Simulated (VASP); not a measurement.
Ta3Si5C5N3: single point with PBE

System: Ta3Si5C5N3.

```xyz
16
Lattice="5.5209 -0.3069 0.1387 -0.3069 5.9781 -0.0035 0.1387 -0.0035 5.8740" Properties=species:S:1:pos:R:3 pbc="T T T"
Si    4.0820    3.1368    0.8342
Si    5.5899    2.5892    3.7712
Si    1.0388    2.7092    1.6817
Si    2.2017    1.7496    5.7126
Si    2.6588    4.8679    0.9401
C     3.6441    5.9369    2.9328
C     0.3857    1.6552    6.0723
C     4.9667    4.2562    4.4456
C     0.0776    4.0855    1.9978
C     3.9265    1.4036    2.9240
Ta    2.7423    3.1024    3.4330
Ta    0.2280   -0.0487    2.5262
Ta    4.5091    0.2998    5.2007
N     1.8138    4.7810    2.5822
N     1.6402    2.8724    4.7707
N    -0.3611    4.6036    5.6118
```

* Program: VASP 6.6.1
* Task: single point
* Functional: PBE
* Potentials or basis: VASP PAW PBE potentials, release 64 (Si, C, Ta_pv, N)
* Cutoff: 520 eV
* k mesh: 1 × 1 × 1, shifted
* Occupations: fermi-dirac, width 0.3447 eV
* Spin: no spin polarisation
* Dipole correction: no
* Mended: yes
* Further INCAR settings: LREAL = Auto; ALGO = Normal; EDIFF = 1e-06; NBANDS = 58; ISYM = -1

| Item | Value |
| --- | --- |
| Pressure | 22.0 GPa |
| Largest force | 8.633 eV/Å |

Forces on the atoms (eV/Å):
```
Si   1.719 -2.147  0.698
Si  -1.604 -1.039  1.447
Si   0.065 -3.546 -3.000
Si   3.230 -4.774  2.700
Si  -1.308  1.249  1.350
C   -5.022  3.362  0.066
C   -1.277 -1.142  3.373
C    0.267 -0.268 -0.212
C   -2.853 -3.037 -0.978
C   -0.640 -2.179  0.977
Ta   7.121  2.030 -4.440
Ta   4.336  3.445 -0.437
Ta  -0.529 -0.281 -0.093
N    1.619  2.015 -0.235
N   -4.916  4.652 -1.210
N   -0.207  1.661 -0.006
```

Stress tensor (GPa, compression positive):
```
 25.95  -1.42 -11.46
 -1.42  12.61  -3.78
-11.46  -3.78  27.51
```

Levels at points of the mesh, in eV from the Fermi level:
| k point | band 42 | band 43 | band 44 | band 45 | band 46 | band 47 |
| --- | --- | --- | --- | --- | --- | --- |
| (0.25, 0.25, 0.25) | -0.91 | -0.52 | -0.18 | 0.18 | 0.44 | 0.91 |

Run time: 21 s on 1 thread of Intel(R) Xeon(R) 6975P-C (Granite Rapids) (shared host), peak memory 0.3 GiB.

Caveat: the atoms stand as in a frame of molecular dynamics; spin-orbit coupling is left out, which moves the levels of the heavy elements.
